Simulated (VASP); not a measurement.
# Se (P3_121) in VASP: notebook, part 2 of 2

VASP 6.6.1.

### 3 Relaxation of cell and atoms, LDA

This run uses another cell than the first one, of 27.26 Å³/atom.

INCAR reads:

```
PREC = Accurate ; ENCUT = 600
EDIFF = 1E-6 ; ISMEAR = 0
SIGMA = 0.05 ; LREAL = False
LASPH = True ; NELM = 60
ALGO = Normal ; ISIF = 3
LWAVE = False ; LCHARG = False
IBRION = 2 ; NSW = 80
EDIFFG = -0.01
```

KPOINTS reads:

```
Automatic mesh
0
Gamma
  12 12 8
```

POSCAR reads:

```
Se
1.0
    4.3662000000      0.0000000000      0.0000000000
   -2.1831000000      3.7812401180      0.0000000000
    0.0000000000      0.0000000000      4.9536000000
Se
3
Direct
    0.2254000000      0.0000000000      0.8333333333
    0.0000000000      0.2254000000      0.1666666667
    0.7746000000      0.7746000000      0.5000000000
```

Potentials or basis: VASP PAW LDA potentials, release 64 (Se).

Command:

```bash
$ cat potpaw_LDA.64/Se/POTCAR > POTCAR
$ mpirun -np 1 vasp_std > vasp.out
```

OUTCAR:

```text
PREC = Accurate
   ENCUT = 600
   EDIFF = 1E-6
   ISMEAR = 0
   LREAL = False
   LASPH = True
   NELM = 60
   ISIF = 3
   IBRION = 2
   NSW = 80
   EDIFFG = -0.01

 ion  position               nearest neighbor table
   1  0.225  0.000  0.833-   3 2.37   2 2.37
   2  0.000  0.225  0.167-   3 2.37   1 2.37
   3  0.775  0.775  0.500-   2 2.37   1 2.37

  LATTYP: Found a hexagonal cell.
 ALAT       =     4.3662000000
 C/A-ratio  =     1.1345334616

  Lattice vectors:

 A1 = (   4.3662000000,   0.0000000000,   0.0000000000)
 A2 = (  -2.1831000000,   3.7812401180,   0.0000000000)
 A3 = (   0.0000000000,   0.0000000000,   4.9536000000)

Analysis of symmetry for initial positions (statically):
=====================================================================
 Subroutine PRICEL returns:
 Original cell was already a primitive cell.

 Routine SETGRP: Setting up the symmetry group for a
 hexagonal supercell.

 Subroutine GETGRP returns: Found  6 space group operations
 (whereof  2 operations were pure point group operations)
 out of a pool of 24 trial point group operations.

The static configuration has the point symmetry C_2 .
 The point group associated with its full space group is D_3 .

Analysis of symmetry for dynamics (positions and initial velocities):
=====================================================================
 Subroutine PRICEL returns:
 Original cell was already a primitive cell.

 Routine SETGRP: Setting up the symmetry group for a
 hexagonal supercell.

 Subroutine GETGRP returns: Found  6 space group operations
 (whereof  2 operations were pure point group operations)
 out of a pool of 24 trial point group operations.

The dynamic configuration has the point symmetry C_2 .
 The point group associated with its full space group is D_3 .

 Subroutine INISYM returns: Found  6 space group operations
 (whereof  2 operations are pure point group operations),
 and found     1 'primitive' translations

----------------------------------------------------------------------------------------

                                     Primitive cell

  volume of cell :      81.7822

  direct lattice vectors                    reciprocal lattice vectors
     4.366200000  0.000000000  0.000000000     0.229032110  0.132231751  0.000000000
    -2.183100000  3.781240118  0.000000000     0.000000000  0.264463501  0.000000000
     0.000000000  0.000000000  4.953600000     0.000000000  0.000000000  0.201873385

  length of vectors
     4.366200000  4.366200000  4.953600000     0.264463501  0.264463501  0.201873385

  position of ions in fractional coordinates (direct lattice)
     0.225400000  0.000000000  0.833333333
     0.000000000  0.225400000  0.166666667
     0.774600000  0.774600000  0.500000000

  ion indices of the primitive-cell ions
   primitive index   ion index
                 1           1
                 2           2
                 3           3

----------------------------------------------------------------------------------------

 KPOINTS: Automatic mesh

Automatic generation of k-mesh.
 Grid dimensions read from file:
 generate k-points for:   12   12    8

 Generating k-lattice:

  Cartesian coordinates                     Fractional coordinates (reciprocal lattice)
     0.019086009  0.011019313  0.000000000     0.083333333  0.000000000  0.000000000
     0.000000000  0.022038625  0.000000000     0.000000000  0.083333333  0.000000000
     0.000000000  0.000000000  0.025234173     0.000000000  0.000000000  0.125000000

  Length of vectors
     0.022038625  0.022038625  0.025234173

  Shift w.r.t. Gamma in fractional coordinates (k-lattice)
     0.000000000  0.000000000  0.000000000

 Subroutine IBZKPT returns following result:
 ===========================================

 Found    131 irreducible k-points:

 Following reciprocal coordinates:
            Coordinates               Weight
  0.000000  0.000000  0.000000      1.000000
  0.083333  0.000000  0.000000      6.000000
  0.166667  0.000000  0.000000      6.000000
  0.250000  0.000000  0.000000      6.000000
  0.333333  0.000000  0.000000      6.000000
  0.416667  0.000000  0.000000      6.000000
[... 16 lines left out ...]
  0.166667  0.000000  0.125000      6.000000
  0.000000  0.166667  0.125000      6.000000
 [... further k-points ...]
   k-points           NKPTS =    131   k-points in BZ     NKDIM =    131   number of bands    NBANDS=     13
   number of dos      NEDOS =    301   number of ions     NIONS =      3
   total plane-waves  NPLWV =  51840
   dimension x,y,z NGX =    36 NGY =   36 NGZ =   40
   dimension x,y,z NGXF=    72 NGYF=   72 NGZF=   80
   ions per type =               3
   NGX,Y,Z   is equivalent  to a cutoff of  13.71, 13.71, 13.42 a.u.
   NGXF,Y,Z  is equivalent  to a cutoff of  27.41, 27.41, 26.85 a.u.
 SYSTEM =  unknown system
   PREC   = accura    normal or accurate (medium, high low for compatibility)
   ISTART =      0    job   : 0-new  1-cont  2-samecut
   ICHARG =      2    charge: 1-file 2-atom 10-const
   ISPIN  =      1    spin polarized calculation?
   LNONCOLLINEAR =      F non collinear calculations
   LSORBIT =      F    spin-orbit coupling
   LASPH  =      T    aspherical Exc in radial PAW
   ENCUT  =  600.0 eV  44.10 Ry    6.64 a.u.   8.72  8.72  9.89*2*pi/ulx,y,z
   NELM   =     60;   NELMIN=  2; NELMDL= -5     # of ELM steps
   EDIFF  = 0.1E-05   stopping-criterion for ELM
   LREAL  =      F    real-space projection
   EDIFFG = -.1E-01   stopping-criterion for IOM
   NSW    =     80    number of steps for IOM
   IBRION =      2    ionic relax: 0-MD 1-quasi-New 2-CG
   NFREE  =      1    steps in history (QN), initial steepest desc. (CG)
   ISIF   =      3    stress and relaxation
   ISYM   =      2    0-nonsym 1-usesym 2-fastsym
   POTIM  = 0.5000    time-step for ionic-motion
   TEBEG  =    0.0;   TEEND  =   0.0 temperature during run
   PSTRESS=    0.0 pullay stress
   NELECT =      18.0000    total number of electrons
   NUPDOWN=      -1.0000    fix difference up-down
   EMIN   =  10.00;   EMAX   =-10.00  energy-range for DOS
   EFERMI =   0.00;   METHOD = LEGACY
   ISMEAR =     0;   SIGMA  =   0.05  broadening in eV -4-tet -1-fermi 0-gaus
   EFERMI_NEDOS =   21; number of points for ismear=-14 and -15
   IALGO  =     38    algorithm
   IMIX   =      4    mixing-type and parameters
     AMIX     =   0.40;   BMIX     =  1.00
     AMIX_MAG =   1.60;   BMIX_MAG =  1.00
  volume/ion in A,a.u.               =      27.26       183.96
  Fermi-wavevector in a.u.,A,eV,Ry     =   0.988430  1.867862 13.292817  0.976995
  Thomas-Fermi vector in A             =   2.119956
   LORBIT       =      0    0 simple, 1 ext, 2 COOP (PROOUT), +10 PAW based schemes
   GGA     = CA    functional components
   LHFCALC =     F    Hartree Fock is set to
   AEXX    =    0.0000 exact exchange contribution
   IVDW    =     0    specifies the selected vdW correction
   LEPSILON=     F    determine dielectric tensor
   LRPA    =     F    only Hartree local field effects (RPA)
 conjugate gradient relaxation of ions
 non-spin polarized calculation
 Gauss-broadening in eV      SIGMA  =   0.05
  energy-cutoff  :      600.00
  volume of cell :       81.78
 maximum number of plane-waves:      2756
 NGX is ok and might be reduce to    36
   NGX = 17   NGY = 17   NGZ = 19

--------------------------------------- Ionic step        1  -------------------------------------------

 number of electron      17.9999999 magnetization

 Free energy of the ion-electron system (eV)
  ---------------------------------------------------
  ext. energy  EPLUGINS =         0.00000000
  ---------------------------------------------------
  free energy    TOTEN  =       -12.32436633 eV

  energy without entropy =      -12.32436633  energy(sigma->0) =      -12.32436633

------------------------ aborting loop because EDIFF is reached ----------------------------------------

  FORCE on cell =-STRESS in cart. coord.  units (eV):
  Direction    XX          YY          ZZ          XY          YZ          ZX
  --------------------------------------------------------------------------------------
  -------------------------------------------------------------------------------------
  Total       -0.7924786     -0.7924786     -0.0516336      0.0000000      0.0000000     -0.0000000
  in kB      -15.5252750    -15.5252750     -1.0115426      0.0000000      0.0000000     -0.0000000
  external PRESSURE =     -10.6873642 kB  Pullay stress =       0.0000000 kB
[... 476 lines left out ...]
      2      -8.0924      2.00000
      3      -6.3494      2.00000
      4       0.0190      2.00000
      5       0.5194      2.00000
      6       1.3792      2.00000
      7       3.7806      2.00000
      8       4.1320      2.00000
      9       4.5169      2.00000
     10       5.8137      0.00000
     11       6.0363      0.00000
     12       6.7348      0.00000
     13      10.0413      0.00000

 [... further k-points ...]

[... ionic steps 4 to 14 ...]

--------------------------------------- Ionic step       15  -------------------------------------------

 number of electron      18.0000000 magnetization

 E-fermi :   4.5943     XC(G=0):  -9.9967
[... 462 lines left out ...]
--------------------------------------- Ionic step       17  -------------------------------------------

 number of electron      18.0000000 magnetization

 Free energy of the ion-electron system (eV)
  ---------------------------------------------------
  ext. energy  EPLUGINS =         0.00000000
  ---------------------------------------------------
  free energy    TOTEN  =       -12.47884441 eV

  energy without entropy =      -12.47884432  energy(sigma->0) =      -12.47884437

 E-fermi :   4.5929     XC(G=0): -10.0123

 val. band max:        4.4549166601   @ k =   0.3333   0.3333   0.5000
 cond. band min:       4.7248253962   @ k =   0.3333   0.3333   0.5000
 fundamental gap:      0.2699087361
 Fermi energy:         4.5928947557
[... 414 lines left out ...]
  FREE ENERGIE OF THE ION-ELECTRON SYSTEM (eV)
  ---------------------------------------------------
  free  energy   TOTEN  =       -12.4788444140 eV

  energy  without entropy=      -12.4788443194  energy(sigma->0) =      -12.47884437

 reached required accuracy - stopping structural energy minimisation
```

OSZICAR:

```text
N       E                     dE             d eps       ncg     rms          rms(c)
DAV:   1     0.911814081602E+02    0.91181E+02   -0.79188E+03  3406   0.129E+03
DAV:   2    -0.575535193818E+01   -0.96937E+02   -0.93488E+02  4613   0.181E+02
DAV:   3    -0.123786860299E+02   -0.66233E+01   -0.65831E+01  4121   0.554E+01
DAV:   4    -0.124502746359E+02   -0.71589E-01   -0.71490E-01  3936   0.666E+00
[... 133 lines left out ...]
DAV:   1    -0.124796348239E+02   -0.10904E-02   -0.80077E-02  3406   0.170E+00    0.185E-01
DAV:   2    -0.124790847048E+02    0.55012E-03   -0.25899E-03  3761   0.354E-01    0.854E-02
DAV:   3    -0.124788546925E+02    0.23001E-03   -0.48799E-04  3976   0.134E-01    0.332E-02
DAV:   4    -0.124788450145E+02    0.96780E-05   -0.50324E-05  3861   0.466E-02    0.112E-02
DAV:   5    -0.124788444140E+02    0.60049E-06   -0.16344E-06  2293   0.101E-02
  17 F= -.12478844E+02 E0= -.12478844E+02  d E =-.746341E-03
```

CONTCAR:

```text
Se
   1.00000000000000
     3.9454788487020753    0.0000000000000001   -0.0000000000000000
    -1.9727394243510377    3.4168849130676038    0.0000000000000000
    -0.0000000000000000    0.0000000000000000    5.1244879826163627
  Se
     3
Direct
     0.2563343719020790    0.0000000000000000    0.8333333332999970
     0.0000000000000006    0.2563343719020805    0.1666666667000030
     0.7436656280979200    0.7436656280979195    0.5000000000000000

  0.00000000E+00  0.00000000E+00  0.00000000E+00
  0.00000000E+00  0.00000000E+00  0.00000000E+00
  0.00000000E+00  0.00000000E+00  0.00000000E+00
```

Run time: 6.8 min. Hardware: 1 thread of Intel Xeon 6975P-C (Granite Rapids), shared host; peak memory 0.29 GiB.

Results:

* Free energy: -12.4788 eV
* Relaxed volume: 23.03 Å³/atom
* Relaxed cell: a = 3.945 Å, b = 3.945 Å, c = 5.124 Å, α = 90.00°, β = 90.00°, γ = 120.00°
* Space group after relaxing (to 0.1 Å): P3_121 (No. 152)
* Energy gained by relaxing: 51.5 meV/atom
* Ionic steps: 17
* Pressure after relaxing: 0.0 GPa
* Band gap on the k mesh: 0.27 eV

Step by step:
```
step  energy change (eV)  largest force (eV/Å)  pressure (GPa)  volume (Å³)
   1              0.0000                0.2628           -1.07        81.78
   2             -0.0285                0.3227           -0.58        79.64
   3             -0.0840                0.5175            1.66        73.41
   4              0.0887                0.8828           11.30        61.75
   5             -0.0777                0.6515            2.78        71.88
   6             -0.0866                0.6032            2.67        71.59
   7             -0.1093                0.4713            2.33        70.72
   8             -0.1375                0.2545            1.90        68.98
   9             -0.1311                0.0316            2.16        65.47
  10             -0.1445                0.1122            1.89        67.38
  11             -0.1503                0.0672            1.14        68.14
  12             -0.1536                0.0187           -0.17        69.59
  13             -0.1537                0.0046            0.02        69.35
  14             -0.1537                0.0022            0.06        69.31
  15             -0.1539                0.0020            0.06        69.29
  16             -0.1542                0.0016            0.05        69.22
  17             -0.1545                0.0008            0.02        69.08
```

Final structure:
```cif
data_structure
_symmetry_space_group_name_H-M 'P 1'
_symmetry_Int_Tables_number 1
_cell_length_a 3.9455
_cell_length_b 3.9455
_cell_length_c 5.1245
_cell_angle_alpha 90.000
_cell_angle_beta 90.000
_cell_angle_gamma 120.000
_cell_volume 69.08
loop_
_atom_site_label
_atom_site_type_symbol
_atom_site_fract_x
_atom_site_fract_y
_atom_site_fract_z
_atom_site_occupancy
Se1 Se 0.25633 0.00000 0.83333 1
Se2 Se 0.00000 0.25633 0.16667 1
Se3 Se 0.74367 0.74367 0.50000 1
```

Caveat: the volume moved by over 15 % at a fixed basis, so the end points are rough; semilocal functionals underestimate gaps, and a narrow one can read as zero. A k mesh can miss the band edges.
